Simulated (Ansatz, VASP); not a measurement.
F in VASP and in Ansatz

File INCAR:

```
PREC     = Accurate       # precision mode
ENCUT    = 520            # plane-wave cutoff, eV
EDIFF    = 1E-6           # SCF threshold, eV
ISMEAR   = 0              # smearing method
SIGMA    = 0.05           # smearing width, eV
LREAL    = False          # projectors in reciprocal space
LASPH    = True           # aspherical terms in the spheres
NELM     = 100            # most SCF steps
ALGO     = Normal         # electronic algorithm
ISIF     = 2              # what is computed and relaxed
LWAVE    = False          # write WAVECAR
LCHARG   = False          # write CHGCAR
GGA      = PS             # functional
NBANDS   = 22             # bands
```

KPOINTS

```
Automatic mesh
0
Gamma
  4 4 2
```

File POSCAR:

```
F
1.0
    2.9484629692     -1.6945827202     -0.2274109001
    2.9484629692      1.6945827202     -0.2274109001
   -2.2170189184      0.0000000000      6.7863396219
F
4
Direct
    0.0848459664      0.0848459664      0.1099880702
    0.9151540336      0.9151540336      0.8900119298
    0.5015719855      0.5015719855      0.5937195244
    0.4984280145      0.4984280145      0.4062804756
```

Input for Ansatz:

```yaml
crystal:
  lattice:
    - [2.9484629692, -1.6945827202, -0.2274109001]
    - [2.9484629692, 1.6945827202, -0.2274109001]
    - [-2.2170189184, 0.0, 6.7863396219]
  atoms:
    - { symbol: F, position: [0.0848459664, 0.0848459664, 0.1099880702] }
    - { symbol: F, position: [0.9151540336, 0.9151540336, 0.8900119298] }
    - { symbol: F, position: [0.5015719855, 0.5015719855, 0.5937195244] }
    - { symbol: F, position: [0.4984280145, 0.4984280145, 0.4062804756] }
basis:
  ecutwfc: 520.0
kpoints:
  mp_grid: { grid: [4, 4, 2] }
hamiltonian:
  xc: pbesol
scf:
  occupations: { method: gaussian, width: 0.05 }
output:
  forces: true
  stress: true
  eigenvalues: true
```

Alike in both runs: task single point; functional PBEsol; k mesh 4 × 4 × 2; occupations gaussian, width 0.05 eV; no spin polarisation.

|  | VASP | Ansatz |
| --- | --- | --- |
| version | VASP 6.6.1 | Ansatz 0.2.0 |
| potentials or method | VASP PAW PBE potentials, release 64 (F), cutoff 520 eV | scalar-relativistic, plane waves, PAW |
| valence electrons in the cell | 28 | 28 |

|  | VASP | Ansatz | Ansatz less VASP |
| --- | --- | --- | --- |
| gap on the k mesh at the Fermi level (eV) | 2.00 | 2.04 | +0.043 |
| least direct gap on the mesh (eV) | 2.11 | 2.16 | +0.045 |
| pressure (GPa) | 1.0 | 0.6 | -0.39 |
| traceless stress, the component that is largest in VASP (GPa) | -6.07 | -5.75 | +0.324 |
| rms of the force components (eV/Å) | 1.791 | 1.633 | -0.1574 |

VASP's potentials were made for PBE, not for PBEsol. Atom by atom the forces differ by 0.279 eV/Å (rms over components). With one functional, cell and mesh, what is left measures potentials, basis and numerics.

The k mesh is coarse, so the values compare programs but aren't converged.
